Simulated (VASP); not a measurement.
# Ag (I4/mmm) in VASP: single point with r2SCAN

Aim: the single point of Ag with r2SCAN.

Everything below comes from runs of VASP 6.6.1. Logs are shortened: lines on timing, memory, paths and dates and some standing lists are left out, and cuts for length are marked.

## 1. The cell of the first run

It takes space group I4/mmm (No. 139, tetragonal). The conventional cell has a = 3.477 Å, b = 3.477 Å, c = 3.229 Å, α = 90.00°, β = 90.00°, γ = 90.00°. Ag (site symmetry 4/mmm) has 14 Ag at 2.94 to 3.48 Å within 3.9 Å.

## 2. Single point, r2SCAN (strain +0.050 along x and y, -0.025 along z)

Contents of POSCAR:

```
Ag
1.0
   -1.7384367000      1.7384367000      1.6142626500
    1.7384367000     -1.7384367000      1.6142626500
    1.7384367000      1.7384367000     -1.6142626500
Ag
1
Direct
    0.0000000000      0.0000000000      0.0000000000
```

Contents of INCAR.step1:

```
  PREC = Accurate
  ENCUT = 520
  ISMEAR = 0
  SIGMA = 0.15
  LREAL = F
  LASPH = T
  NELM = 100
  NBANDS = 12
  GGA = PE
  ALGO = Normal
  EDIFF = 1E-4
  LWAVE = T
  LCHARG = F
```

Contents of INCAR.step2:

```
  PREC = Accurate
  ENCUT = 520
  EDIFF = 1E-7
  ISMEAR = 0
  SIGMA = 0.15
  LREAL = F
  LASPH = T
  NELM = 100
  ALGO = Normal
  ISIF = 2
  LWAVE = F
  LCHARG = F
  METAGGA = R2SCAN
  LMIXTAU = T
  NBANDS = 12
  ISTART = 1
```

Contents of KPOINTS:

```
Automatic mesh
0
Gamma
  20 20 20
```

Potentials or basis: VASP PAW PBE potentials, release 64 (Ag).

Launch:

```console
cat potpaw_PBE.64/Ag/POTCAR > POTCAR
cp INCAR.step1 INCAR
mpirun -np 1 vasp_std > vasp.out
cp INCAR.step2 INCAR
mpirun -np 1 vasp_std > vasp.out
```

OUTCAR:

```text
PREC = Accurate
   ENCUT = 520
   EDIFF = 1E-7
   ISMEAR = 0
   LREAL = F
   LASPH = T
   NELM = 100
   ISIF = 2
   METAGGA = R2SCAN
   ISTART = 1

 ion  position               nearest neighbor table
   1  0.000  0.000  0.000-

  LATTYP: Found a body centered tetragonal cell.
 ALAT       =     3.4768734000
 C/A-ratio  =     0.9285714286

  Lattice vectors:

 A1 = (  -1.7384367000,   1.7384367000,   1.6142626500)
 A2 = (   1.7384367000,  -1.7384367000,   1.6142626500)
 A3 = (   1.7384367000,   1.7384367000,  -1.6142626500)

Analysis of symmetry for initial positions (statically):
=====================================================================
 Subroutine PRICEL returns:
 Original cell was already a primitive cell.

 Routine SETGRP: Setting up the symmetry group for a
 body centered tetragonal supercell.

 Subroutine GETGRP returns: Found 16 space group operations
 (whereof 16 operations were pure point group operations)
 out of a pool of 16 trial point group operations.

The static configuration has the point symmetry D_4h.

Analysis of symmetry for dynamics (positions and initial velocities):
=====================================================================
 Subroutine PRICEL returns:
 Original cell was already a primitive cell.

 Routine SETGRP: Setting up the symmetry group for a
 body centered tetragonal supercell.

 Subroutine GETGRP returns: Found 16 space group operations
 (whereof 16 operations were pure point group operations)
 out of a pool of 16 trial point group operations.

The dynamic configuration has the point symmetry D_4h.

 Subroutine INISYM returns: Found 16 space group operations
 (whereof 16 operations are pure point group operations),
 and found     1 'primitive' translations

----------------------------------------------------------------------------------------

                                     Primitive cell

  volume of cell :      19.5143

  direct lattice vectors                    reciprocal lattice vectors
    -1.738436700  1.738436700  1.614262650     0.000000000  0.287614729  0.309738939
     1.738436700 -1.738436700  1.614262650     0.287614729  0.000000000  0.309738939
     1.738436700  1.738436700 -1.614262650     0.287614729  0.287614729  0.000000000

  length of vectors
     2.941116833  2.941116833  2.941116833     0.422682437  0.422682437  0.406748650

  position of ions in fractional coordinates (direct lattice)
     0.000000000  0.000000000  0.000000000

  ion indices of the primitive-cell ions
   primitive index   ion index
                 1           1

----------------------------------------------------------------------------------------

 KPOINTS: Automatic mesh

Automatic generation of k-mesh.
 Grid dimensions read from file:
 generate k-points for:   20   20   20

 Generating k-lattice:

  Cartesian coordinates                     Fractional coordinates (reciprocal lattice)
     0.000000000  0.014380736  0.015486947     0.050000000  0.000000000  0.000000000
     0.014380736  0.000000000  0.015486947     0.000000000  0.050000000  0.000000000
     0.014380736  0.014380736  0.000000000     0.000000000  0.000000000  0.050000000

  Length of vectors
     0.021134122  0.021134122  0.020337433

  Shift w.r.t. Gamma in fractional coordinates (k-lattice)
     0.000000000  0.000000000  0.000000000

 Subroutine IBZKPT returns following result:
 ===========================================

 Found    641 irreducible k-points:

 Following reciprocal coordinates:
            Coordinates               Weight
  0.000000  0.000000  0.000000      1.000000
  0.050000 -0.000000  0.000000      8.000000
  0.100000 -0.000000  0.000000      8.000000
  0.150000  0.000000  0.000000      8.000000
  0.200000 -0.000000  0.000000      8.000000
  0.250000  0.000000  0.000000      8.000000
[... 16 lines left out ...]
 -0.400000  0.050000 -0.000000     16.000000
 -0.350000  0.050000  0.000000     16.000000
 [... further k-points ...]
   k-points           NKPTS =    641   k-points in BZ     NKDIM =    641   number of bands    NBANDS=     12
   number of dos      NEDOS =    301   number of ions     NIONS =      1
   total plane-waves  NPLWV =  13824
   dimension x,y,z NGX =    24 NGY =   24 NGZ =   24
   dimension x,y,z NGXF=    48 NGYF=   48 NGZF=   48
   ions per type =               1
   NGX,Y,Z   is equivalent  to a cutoff of  13.57, 13.57, 13.57 a.u.
   NGXF,Y,Z  is equivalent  to a cutoff of  27.13, 27.13, 27.13 a.u.
 SYSTEM =  unknown system
   PREC   = accura    normal or accurate (medium, high low for compatibility)
   ISTART =      1    job   : 0-new  1-cont  2-samecut
   ICHARG =      0    charge: 1-file 2-atom 10-const
   ISPIN  =      1    spin polarized calculation?
   LNONCOLLINEAR =      F non collinear calculations
   LSORBIT =      F    spin-orbit coupling
   LASPH  =      T    aspherical Exc in radial PAW
   ENCUT  =  520.0 eV  38.22 Ry    6.18 a.u.   5.47  5.47  5.47*2*pi/ulx,y,z
   NELM   =    100;   NELMIN=  2; NELMDL=  0     # of ELM steps
   EDIFF  = 0.1E-06   stopping-criterion for ELM
   LREAL  =      F    real-space projection
   EDIFFG = 0.1E-05   stopping-criterion for IOM
   NSW    =      0    number of steps for IOM
   IBRION =     -1    ionic relax: 0-MD 1-quasi-New 2-CG
   NFREE  =      0    steps in history (QN), initial steepest desc. (CG)
   ISIF   =      2    stress and relaxation
   ISYM   =      2    0-nonsym 1-usesym 2-fastsym
   POTIM  = 0.5000    time-step for ionic-motion
   TEBEG  =    0.0;   TEEND  =   0.0 temperature during run
   PSTRESS=    0.0 pullay stress
   NELECT =      11.0000    total number of electrons
   NUPDOWN=      -1.0000    fix difference up-down
   EMIN   =  10.00;   EMAX   =-10.00  energy-range for DOS
   EFERMI =   0.00;   METHOD = LEGACY
   ISMEAR =     0;   SIGMA  =   0.15  broadening in eV -4-tet -1-fermi 0-gaus
   EFERMI_NEDOS =   21; number of points for ismear=-14 and -15
   IALGO  =     38    algorithm
   IMIX   =      4    mixing-type and parameters
     AMIX     =   0.40;   BMIX     =  1.00
     AMIX_MAG =   1.60;   BMIX_MAG =  1.00
  volume/ion in A,a.u.               =      19.51       131.69
  Fermi-wavevector in a.u.,A,eV,Ry     =   1.352348  2.555567 24.882942  1.828845
  Thomas-Fermi vector in A             =   2.479694
   LORBIT       =      0    0 simple, 1 ext, 2 COOP (PROOUT), +10 PAW based schemes
   METAGGA = R2SCAN    functional components
   LHFCALC =     F    Hartree Fock is set to
   AEXX    =    0.0000 exact exchange contribution
   IVDW    =     0    specifies the selected vdW correction
   LEPSILON=     F    determine dielectric tensor
   LRPA    =     F    only Hartree local field effects (RPA)
 non-spin polarized calculation
 Gauss-broadening in eV      SIGMA  =   0.15
  energy-cutoff  :      520.00
  volume of cell :       19.51
 maximum number of plane-waves:       542
 NGX is ok and might be reduce to    24
   NGX = 11   NGY = 11   NGZ = 11

 number of electron      10.9999998 magnetization

 Free energy of the ion-electron system (eV)
  ---------------------------------------------------
  ext. energy  EPLUGINS =         0.00000000
  ---------------------------------------------------
  free energy    TOTEN  =       -21.26758818 eV

  energy without entropy =      -21.26440668  energy(sigma->0) =      -21.26599743

 E-fermi :   6.7391     XC(G=0): -12.0531

 val. band max:        6.7379483377   @ k =  -0.4500   0.4500   0.1000
 cond. band min:       6.7405179032   @ k =   0.5000   0.3000  -0.0000
 fundamental gap:      0.0025695655
 Fermi energy:         6.7391199749

 k-point     1 :       0.0000    0.0000    0.0000
  band No.  band energies     occupation
      1      -0.2704      2.00000
      2       1.7367      2.00000
      3       2.0260      2.00000
      4       2.0260      2.00000
      5       2.8039      2.00000
      6       3.1247      2.00000
      7      24.3252      0.00000
      8      24.3252      0.00000
      9      25.7515      0.00000
     10      28.8776      0.00000
     11      28.8776      0.00000
     12      29.8677      0.00000

 k-point     2 :       0.0500   -0.0000    0.0000
  band No.  band energies     occupation
      1      -0.1911      2.00000
      2       1.7487      2.00000
      3       2.0265      2.00000
      4       2.0355      2.00000
      5       2.8071      2.00000
      6       3.1093      2.00000
      7      24.2246      0.00000
      8      24.3442      0.00000
      9      25.4894      0.00000
     10      28.1483      0.00000
     11      28.3728      0.00000
     12      29.0916      0.00000

 k-point     3 :       0.1000   -0.0000    0.0000
  band No.  band energies     occupation
      1       0.0396      2.00000
      2       1.7535      2.00000
      3       2.0293      2.00000
      4       2.0954      2.00000
      5       2.8185      2.00000
      6       3.0703      2.00000
      7      23.7876      0.00000
      8      24.3895      0.00000
      9      24.6260      0.00000
     10      27.3053      0.00000
     11      27.3241      0.00000
     12      28.1386      0.00000

 k-point     4 :       0.1500    0.0000    0.0000
  band No.  band energies     occupation
      1       0.3919      2.00000
      2       1.7087      2.00000
      3       2.0508      2.00000
      4       2.2471      2.00000
      5       2.8413      2.00000
      6       3.0254      2.00000
      7      22.4938      0.00000
      8      23.6680      0.00000
      9      24.4051      0.00000
     10      26.1320      0.00000
     11      26.6483      0.00000
     12      27.9899      0.00000

 k-point     5 :       0.2000   -0.0000    0.0000
  band No.  band energies     occupation
      1       0.7739      2.00000
      2       1.6246      2.00000
      3       2.1715      2.00000
      4       2.4770      2.00000
      5       2.8765      2.00000
      6       2.9948      2.00000
      7      20.5835      0.00000
      8      22.8119      0.00000
      9      24.1225      0.00000
     10      25.2596      0.00000
     11      26.2019      0.00000
     12      28.4260      0.00000
[... 228 lines left out ...]
      1       0.7945      2.00000
      2       1.2123      2.00000
      3       2.9305      2.00000
      4       3.2029      2.00000
      5       3.7285      2.00000
      6       7.1303      0.00023
      7      10.7567      0.00000
      8      19.2966      0.00000
      9      19.9280      0.00000
     10      25.4362      0.00000
     11      26.5109      0.00000
     12      31.0427      0.00000

 k-point    22 :      -0.4500    0.0500   -0.0000
  band No.  band energies     occupation
      1       0.8421      2.00000
      2       1.2446      2.00000
      3       2.9424      2.00000
      4       3.1497      2.00000
      5       3.6109      2.00000
      6       6.1351      2.00000
      7      12.0393      0.00000
      8      19.4617      0.00000
      9      20.2093      0.00000
     10      25.4149      0.00000
     11      26.5271      0.00000
     12      31.3898      0.00000

 k-point    23 :      -0.4000    0.0500   -0.0000
  band No.  band energies     occupation
      1       0.9254      2.00000
      2       1.3047      2.00000
      3       2.9481      2.00000
      4       3.0728      2.00000
      5       3.3896      2.00000
      6       4.9983      2.00000
      7      13.7459      0.00000
      8      19.8168      0.00000
      9      20.7346      0.00000
     10      25.3684      0.00000
     11      26.5550      0.00000
     12      31.7966      0.00000

 k-point    24 :      -0.3500    0.0500    0.0000
  band No.  band energies     occupation
      1       1.0196      2.00000
      2       1.3872      2.00000
      3       2.9386      2.00000
      4       2.9621      2.00000
      5       3.1038      2.00000
      6       3.9877      2.00000
      7      15.6361      0.00000
      8      20.3292      0.00000
      9      21.4746      0.00000
     10      25.3017      0.00000
     11      26.6359      0.00000
     12      31.0734      0.00000

 [... further k-points ...]

------------------------ aborting loop because EDIFF is reached ----------------------------------------

  FORCE on cell =-STRESS in cart. coord.  units (eV):
  Direction    XX          YY          ZZ          XY          YZ          ZX
  --------------------------------------------------------------------------------------
  -------------------------------------------------------------------------------------
  Total       -0.9868909     -0.9868909     -1.0218628      0.0000000      0.0000000     -0.0000000
  in kB      -81.0266280    -81.0266280    -83.8979239      0.0000000      0.0000000     -0.0000000
  external PRESSURE =     -81.9837266 kB  Pullay stress =       0.0000000 kB

 VOLUME and BASIS-vectors are now :
 -----------------------------------------------------------------------------
  energy-cutoff  :      520.00
  volume of cell :       19.51
      direct lattice vectors                 reciprocal lattice vectors
    -1.738436700  1.738436700  1.614262650     0.000000000  0.287614729  0.309738939
     1.738436700 -1.738436700  1.614262650     0.287614729  0.000000000  0.309738939
     1.738436700  1.738436700 -1.614262650     0.287614729  0.287614729  0.000000000

 POSITION                                       TOTAL-FORCE (eV/Angst)
 -----------------------------------------------------------------------------------
      0.00000      0.00000      0.00000         0.000000      0.000000     -0.000000
 -----------------------------------------------------------------------------------
    total drift:                               -0.000000      0.000000      0.000000

  FREE ENERGIE OF THE ION-ELECTRON SYSTEM (eV)
  ---------------------------------------------------
  free  energy   TOTEN  =       -21.2675881802 eV

  energy  without entropy=      -21.2644066828  energy(sigma->0) =      -21.26599743
```

It took 4.4 min on 1 thread of Intel Xeon Platinum 8488C (Sapphire Rapids), shared host; peak memory 0.26 GiB.

Results:

- Free energy: -21.2676 eV
- Pressure: -8.2 GPa
- Band gap on the k mesh: zero (an odd number of electrons rules out a gap without spin polarisation)

Stress tensor (GPa, compression positive):
```
-8.10  0.00  0.00
 0.00 -8.10  0.00
 0.00  0.00 -8.39
```

Levels at points of the mesh, in eV from the Fermi level:
```
           k point  band 2  band 3  band 4  band 5  band 6  band 7  band 8  band 9  band 10  band 11
(0.00, 0.00, 0.00)   -5.00   -4.71   -4.71   -3.94   -3.61   17.59   17.59   19.01    22.14    22.14
(0.50, 0.00, 0.00)   -5.55   -3.80   -3.49   -2.93    0.45    3.76   12.91   13.30    18.53    19.32
(0.50, 0.50, 0.00)   -5.22   -4.02   -3.75   -2.98    0.04    3.03   14.17   14.95    19.81    21.07
(0.50, 0.50, 0.50)   -5.96   -3.16   -3.16   -3.07    6.12    6.12    8.23   10.85    12.08    13.92
```

Caveat: the cell differs from its parent crystal (strain +0.050 along x and y, -0.025 along z); the cell stands under tension; the PAW data sets were made with another functional, which shifts forces and pressure a little.
